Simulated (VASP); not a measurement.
## MgS: electric field gradients with LDA

MgS:

```xyz
2
Lattice="0.0000 2.6527 2.6527 2.6527 0.0000 2.6527 2.6527 2.6527 0.0000" Properties=species:S:1:pos:R:3 pbc="T T T"
Mg    0.0000    0.0000    0.0000
S     2.6527    2.6527    2.6527
```

This cell differs from its parent crystal: volume scaled by 1.06.

```json
{"Program": "VASP 6.6.1", "Task": "electric field gradients", "Functional": "LDA", "Potentials or basis": "VASP PAW LDA potentials, release 64 (Mg, S)", "Cutoff": "520 eV", "k mesh": "8 × 8 × 8", "Occupations": "fermi-dirac, width 0.01 eV", "Spin": "no spin polarisation", "Dipole correction": "no", "Further INCAR settings": "ALGO = Normal; EDIFF = 1e-08; NBANDS = 11"}
```

The pressure is -7.4 GPa and the band gap on the k mesh is 2.43 eV, indirect (least direct gap 3.05 eV).

Levels at points of the mesh, in eV from the valence-band top:
```tsv
k point	band 1	band 2	band 3	band 4	band 5	band 6	band 7	band 8	band 9
(0.00, 0.00, 0.00)	-12.32	0.00	0.00	0.00	3.05	7.87	7.87	7.87	10.20
(0.50, 0.00, 0.00)	-11.13	-4.61	-0.53	-0.53	4.29	6.67	6.67	9.22	11.63
(0.50, 0.50, 0.00)	-10.80	-3.96	-1.58	-1.58	2.43	4.42	11.23	12.51	12.51
```

It took 25 s on 1 thread of Intel Xeon 8259CL, with other jobs on the host, peak memory 0.14 GiB.

Caveat: without QUAD_EFG the Cq values of the log hold for a quadrupole moment of 1 mb, not for the nuclei. A k mesh can miss the band edges.
